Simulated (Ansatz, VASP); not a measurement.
# NbCu2: VASP beside Ansatz

```
CELL_PARAMETERS angstrom
0.00000 3.46803 3.46803
3.46803 0.00000 3.46803
3.46803 3.46803 0.00000
ATOMIC_POSITIONS crystal
Nb 0.00000 0.00000 0.00000
Nb 0.25000 0.25000 0.25000
Cu 0.62500 0.62500 0.62500
Cu 0.12500 0.62500 0.62500
Cu 0.62500 0.62500 0.12500
Cu 0.62500 0.12500 0.62500
```

Alike in both runs: functional PBE; k mesh 10 × 10 × 10; occupations gaussian, width 0.1 eV; no spin polarisation.

Ansatz relaxed the structure, and its values are those at the end. VASP's run is a single point on that final structure, the one shown.

```csv
,VASP,Ansatz
version,VASP 6.6.1,Ansatz 0.2.0
potentials or method,"VASP PAW PBE potentials, release 64 (Nb_sv, Cu), cutoff 520 eV","scalar-relativistic, plane waves, PAW"
valence electrons in the cell,70,102
```

```tsv
	VASP	Ansatz	Ansatz less VASP
gap on the k mesh at the Fermi level (eV)	none	none	-
pressure (GPa)	0.3	0.0	-0.25
```

A gap of «none» marks a metal or a gap that the smearing closes. VASP's potentials hold 70 valence electrons a cell and Ansatz's 102, so a difference there can come from the potentials and not from the codes.
